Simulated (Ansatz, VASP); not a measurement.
**One calculation of In, two programs**

```
In
1.0
    -1.59692    1.59692    2.68138
     1.59692   -1.59692    2.68138
     1.59692    1.59692   -2.68138
In
1
Direct
  0.00000 0.00000 0.00000
```

Alike in both runs: functional PBE; k mesh 8 × 8 × 8; occupations gaussian, width 0.05 eV; no spin polarisation.

Ansatz relaxed the structure, and its values are those at the end. VASP's run is a single point on that final structure, the one shown.

|  | VASP | Ansatz |
| --- | --- | --- |
| version | VASP 6.6.1 | Ansatz 0.2.0 |
| potentials or method | VASP PAW PBE potentials, release 64 (In_d), cutoff 500 eV | scalar-relativistic, plane waves, PAW |
| valence electrons in the cell | 13 | 13 |

Ansatz gave:

* gap on the k mesh at the Fermi level (eV): none
* pressure (GPa): 0.1

Task: Estimate VASP's values.

Result: gap on the k mesh at the Fermi level (eV): none; pressure (GPa): 0.0.

A gap of «none» marks a metal or a gap that the smearing closes.
